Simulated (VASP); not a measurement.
Crystal: Co.

```
Co
1.0
    -1.40414    1.40414    1.40414
     1.40414   -1.40414    1.40414
     1.40414    1.40414   -1.40414
Co
1
Cartesian
  0.0000 0.0000 0.0000
```

This isn't the form of Co at room conditions, which is hcp.

| Quantity | Value |
| --- | --- |
| Program | VASP 6.6.1 |
| Task | relaxation of cell and atoms |
| Functional | PBEsol |
| Potentials or basis | VASP PAW PBE potentials, release 64 (Co) |
| Cutoff | 600 eV |
| k mesh | 16 × 16 × 16 |
| Occupations | fermi-dirac, width 0.05 eV |
| Spin | collinear spin, ferromagnetic start |
| Starting moments | [1.7] μB |

At the start: pressure -10.1 GPa; volume 11.07 Å³/atom.

Where does the relaxation end?

Over 3 steps the energy falls by 18.4 meV/atom and the volume is 10.53 Å³/atom (-4.9 %); space group Im-3m (No. 229, to 0.1 Å) before and after; moment 1.69 μB per cell.

Step by step:
```tsv
step	energy change (eV)	largest force (eV/Å)	pressure (GPa)	volume (Å³)
1	0.0000	0.0000	-10.15	11.07
2	0.0044	0.0000	14.25	9.99
3	-0.0184	0.0000	-0.07	10.53
```

Final structure:
```cif
data_structure
_symmetry_space_group_name_H-M 'P 1'
_symmetry_Int_Tables_number 1
_cell_length_a 2.3918
_cell_length_b 2.3918
_cell_length_c 2.3918
_cell_angle_alpha 109.471
_cell_angle_beta 109.471
_cell_angle_gamma 109.471
_cell_volume 10.53
loop_
_atom_site_label
_atom_site_type_symbol
_atom_site_fract_x
_atom_site_fract_y
_atom_site_fract_z
_atom_site_occupancy
Co1 Co 0.00000 0.00000 0.00000 1
```

Caveat: the PAW data sets were made with another functional, which shifts forces and pressure a little.
